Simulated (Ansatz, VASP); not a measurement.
One calculation of BN, two programs

```
B N
1.0
     2.53600    0.00000    0.00000
    -1.26800    2.19624    0.00000
     0.00000    0.00000    4.19900
B N
2 2
Direct
  0.66667 0.33333 0.00000
  0.33333 0.66667 0.50000
  0.66667 0.33333 0.37500
  0.33333 0.66667 0.87500
```

Alike in both runs: task single point; functional PBE; k mesh 12 × 12 × 8; no spin polarisation.

```csv
,VASP,Ansatz
version,VASP 6.6.1,Ansatz 0.2.0
potentials or method,"VASP PAW PBE potentials, release 64 (B, N), cutoff 600 eV","plane waves, PAW"
occupations,"gaussian, width 0.01 eV",fixed
valence electrons in the cell,16,16
```

Ansatz gave:

```
pressure (GPa)                                                : 8.0
traceless stress, the component that is largest in VASP (GPa) : -0.79
rms of the force components (eV/Å)                            : 0.032
```

Task: Estimate VASP's values.

Result: Pressure (GPa): 8.0; traceless stress, the component that is largest in VASP (GPa): -0.80; rms of the force components (eV/Å): 0.033.

Atom by atom the forces differ by 0.001 eV/Å (rms over components).
